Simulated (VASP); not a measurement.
The system is Te2Mo.

```
Te Mo
1.0
     3.55657    0.00000    0.00000
    -1.77828    3.08008    0.00000
     0.00000    0.00000   15.33988
Te Mo
4 2
Direct
  0.33333 0.66667 0.63213
  0.66667 0.33333 0.13213
  0.33333 0.66667 0.86787
  0.66667 0.33333 0.36787
  0.33333 0.66667 0.25000
  0.66667 0.33333 0.75000
```

Base run:

```yaml
Program: VASP 6.6.1
Functional: PBE
Dispersion: D3(BJ)
Potentials_or_basis: VASP PAW PBE potentials, release 64 (Te, Mo_sv)
Cutoff: 520 eV
k_mesh: 10 × 10 × 2
Occupations: gaussian, width 0.05 eV
Spin: collinear spin
Starting_moments: "[0.0, 0.0, 0.0, 0.0, 2.0, 2.0] μB"
```

Its results: band gap on the k mesh 1.05 eV (least direct gap 1.18 eV); pressure -2.7 GPa; net moment 0.00 μB per cell; largest force 0.012 eV/Å.

The run is repeated on the same cell with these changes: dispersion from D3(BJ) to none; hubbard terms from none to Mo d U = 5.0 eV. What comes out?

Band gap on the k mesh 1.04 eV (least direct gap 1.18 eV); pressure 1.5 GPa; net moment 0.00 μB per cell; largest force 0.273 eV/Å.

Several settings changed at once.

Caveats: spin-orbit coupling is left out, which moves the levels of the heavy elements; three body term missing (at least some runs); this functional lacks dispersion, which binds layers or chains, so the pressure and a relaxed spacing across them are unreliable (at least some runs); the U is typed as a test and isn't derived for this compound (at least some runs).

A k mesh can miss the band edges.
